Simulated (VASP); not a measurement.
SnTe, 2 atoms in the cell. The structure is cubic, space group Pm-3m (No. 221). Conventional cell: a = 3.994 Å, b = 3.994 Å, c = 3.994 Å, α = 90.00°, β = 90.00°, γ = 90.00°. Within 4.5 Å of Sn (site symmetry m-3m) lie 8 Te at 3.46 Å and 6 Sn at 3.99 Å. Within 4.5 Å of Te (site symmetry m-3m) lie 8 Sn at 3.46 Å and 6 Te at 3.99 Å.  This cell differs from its parent crystal: strained.

| Quantity | Value |
| --- | --- |
| Program | VASP 6.6.1 |
| Task | single point |
| Functional | PBE |
| Potentials or basis | VASP PAW PBE potentials, release 64 (Sn_d, Te) |
| Cutoff | 520 eV |
| k mesh | 12 × 12 × 12 |
| Occupations | gaussian, width 0.1 eV |
| Spin | no spin polarisation |
| Dipole correction | no |
| Further INCAR settings | ALGO = Normal; EDIFF = 1e-06; NBANDS = 17 |

Potentials or basis: VASP PAW PBE potentials, release 64 (Sn_d, Te).

Launch:

```sh
$ cat potpaw_PBE.64/Sn_d/POTCAR potpaw_PBE.64/Te/POTCAR > POTCAR
$ mpirun -np 1 vasp_std > vasp.out
```

Hardware: 1 thread of Intel Xeon 8259CL, with other jobs on the host.

How long does it take, and how much memory?

It took 2.5 min on 1 thread of Intel Xeon 8259CL, with other jobs on the host, peak memory 0.2 GiB. Counts: scf iterations 12, k points 84.
